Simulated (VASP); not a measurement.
Input of a VASP 6.6.1 run:

File POSCAR:

```
Pt
1.0
    0.0000000000      2.0544144450      2.0544144450
    2.0544144450      0.0000000000      2.0544144450
    2.0544144450      2.0544144450      0.0000000000
Pt
1
Direct
    0.0000000000      0.0000000000      0.0000000000
```

The input INCAR.step1:

```
SYSTEM = Pt
PREC = Accurate ; ENCUT = 400
EDIFF = 1E-5 ; ISMEAR = 0
SIGMA = 0.01 ; LREAL = .False.
LASPH = .True. ; NELM = 120
ALGO = Normal ; ISIF = 2
LWAVE = .True. ; GGA = PE
NBANDS = 11 ; GGA_COMPAT = .False.
```

File INCAR.step2:

```
SYSTEM = Pt
PREC = Accurate ; ENCUT = 400
EDIFF = 1E-6 ; ISMEAR = 0
SIGMA = 0.01 ; LREAL = .False.
LASPH = .True. ; NELM = 120
ALGO = Normal ; ISIF = 2
LWAVE = .False. ; LCHARG = .True.
GGA = PE ; LHFCALC = .True.
AEXX = 0.25 ; HFSCREEN = 0.3
PRECFOCK = Normal ; LELF = .True.
LVHAR = .True. ; ISTART = 1
NBANDS = 11 ; GGA_COMPAT = .False.
```

The input KPOINTS:

```
regular mesh
0
Gamma
  8 8 8
  0 0 0
```

Potentials or basis: VASP PAW PBE potentials, release 64 (Pt).

Command:

```console
$ cat potpaw_PBE.64/Pt/POTCAR > POTCAR
$ cp INCAR.step1 INCAR
$ mpirun -np 1 vasp_std > vasp.out
$ cp INCAR.step2 INCAR
$ mpirun -np 1 vasp_std > vasp.out
```

Predict the band gap on the k mesh.

zero (bands 5 and 6 overlap by 2.28 eV).

What does it give for the pressure?

-25.1 GPa.

Caveat: the cell stands under tension; the PAW data sets were made with another functional, which shifts forces and pressure a little; spin-orbit coupling is left out, which moves the levels of the heavy elements.
